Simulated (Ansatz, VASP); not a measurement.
## Ti: VASP beside Ansatz

The input INCAR:

```
PREC = Accurate
ENCUT = 520
EDIFF = 1E-8
ISMEAR = -1
SIGMA = 0.08
LREAL = F
LASPH = T
NELM = 60
ALGO = Normal
ISIF = 2
LWAVE = F
LCHARG = F
GGA = PE
LEFG = T
NBANDS = 19
```

Contents of KPOINTS:

```
regular mesh
0
Gamma
  13 13 7
```

The input POSCAR:

```
Ti
1.0
    2.9301986205      0.0000000000      0.0000000000
   -1.4650993102      2.5376264435      0.0000000000
    0.0000000000      0.0000000000      4.6545493880
Ti
2
Direct
    0.3333333333      0.6666666667      0.2500000000
    0.6666666667      0.3333333333      0.7500000000
```

Input for Ansatz:

```yaml
crystal:
  lattice:
    - [2.9301986205, 0.0, 0.0]
    - [-1.4650993102, 2.5376264435, 0.0]
    - [0.0, 0.0, 4.654549388]
  atoms:
    - { symbol: Ti, position: [0.3333333333, 0.6666666667, 0.25] }
    - { symbol: Ti, position: [0.6666666667, 0.3333333333, 0.75] }
kpoints:
  mp_grid: { grid: [13, 13, 7] }
scf:
  occupations: { method: fermi_dirac, width: 0.08 }
hamiltonian:
  xc: pbe
  pseudopotentials: { kind: paw }
output:
  forces: true
  stress: true
  eigenvalues: true
  efg: { contact_densities: true }
```

Change from the starting cell: volume scaled by 0.98, PAW files.

Alike in both runs: task electric field gradients; functional PBE; k mesh 13 × 13 × 7; occupations fermi-dirac, width 0.08 eV; no spin polarisation.

|  | VASP | Ansatz |
| --- | --- | --- |
| version | VASP 6.6.1 | Ansatz 0.2.0 |
| potentials or method | VASP PAW PBE potentials, release 64 (Ti_sv) | PAW with Ansatz's default frozen-core files, scalar-relativistic |
| plane-wave cutoff (eV) | 520 | 420 |
| valence electrons in the cell | 24 | 24 |

|  | VASP | Ansatz | Ansatz less VASP |
| --- | --- | --- | --- |
| pressure (GPa) | 0.4 | 0.6 | +0.29 |
| traceless stress, the component that is largest in VASP (GPa) | -0.23 | -0.23 | +0.002 |
| size of Vzz on the site where it differs most (V/Å²) | 17.3 | 19.1 | +1.85 |

With one functional, cell and mesh, what is left measures potentials, basis and numerics.
